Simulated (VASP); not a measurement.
Input of a VASP 6.6.1 run:

The input INCAR:

```
  ALGO = Normal
  EDIFF = 1E-6
  ENCUT = 520
  GGA = PE
  ISIF = 2
  ISMEAR = 0
  LASPH = T
  LCHARG = F
  LREAL = F
  LWAVE = F
  NBANDS = 11
  NELM = 60
  PREC = Accurate
  SIGMA = 0.02
```

Contents of KPOINTS:

```
k-points
0
Gamma
  14 14 14
```

File POSCAR:

```
C
1.0
   -0.0425400000      2.0405374500      3.2620568400
    1.2082292000     -0.0245600000      3.2620568400
    1.1656892000      2.0159774500      0.0000000000
C
2
Direct
    0.1790072848      0.8209927152      0.1664212471
    0.8209927152      0.1790072848      0.8335787529
```

Potentials or basis: VASP PAW PBE potentials, release 64 (C).

Launch:

```bash
$ cat potpaw_PBE.64/C/POTCAR > POTCAR
$ mpirun -np 1 vasp_std > vasp.out
```

(1) Estimate the pressure.

(2) Estimate the largest force.

Answers

(1) 34.7 GPa.

(2) 3.060 eV/Å.

Caveat: the cell differs from its parent crystal (strained and its atoms moved); the cell stands under pressure; this functional lacks dispersion, which binds the layers, so the pressure and a relaxed spacing across them are unreliable; forces of over 1 eV/Å act on the atoms, so gaps and moduli don't describe the material at rest.
